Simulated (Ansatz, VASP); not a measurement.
**BeS4 in VASP and in Ansatz**

```
Be S
1.0
     4.77061    0.00000    0.00000
    -2.38530    4.13147    0.00000
     0.00000    0.00000    5.02886
Be S
1 4
Direct
  0.00000 0.00000 0.00000
  0.33333 0.66667 0.69250
  0.33333 0.66667 0.30750
  0.66667 0.33333 0.30750
  0.66667 0.33333 0.69250
```

Alike in both runs: task relaxation of cell and atoms; functional PBE; k mesh 6 × 6 × 4; occupations gaussian, width 0.1 eV; no spin polarisation.

|  | VASP | Ansatz |
| --- | --- | --- |
| version | VASP 6.6.1 | Ansatz 0.2.0 |
| potentials or method | VASP PAW PBE potentials, release 64 (Be, S), cutoff 600 eV | scalar-relativistic, plane waves, PAW |
| valence electrons in the cell | 26 | 26 |

VASP gave:

| Property | Result |
| --- | --- |
| gap on the k mesh at the Fermi level, each at its own relaxed structure (eV) | none |
| relaxed volume (Å³/atom) | 22.13 |
| relaxed cell length with the largest relative difference (Å) | 4.916 |

Which values does Ansatz return?

gap on the k mesh at the Fermi level, each at its own relaxed structure (eV): none; relaxed volume (Å³/atom): 22.04; relaxed cell length with the largest relative difference (Å): 4.907.

A gap of «none» marks a metal or a gap that the smearing closes.
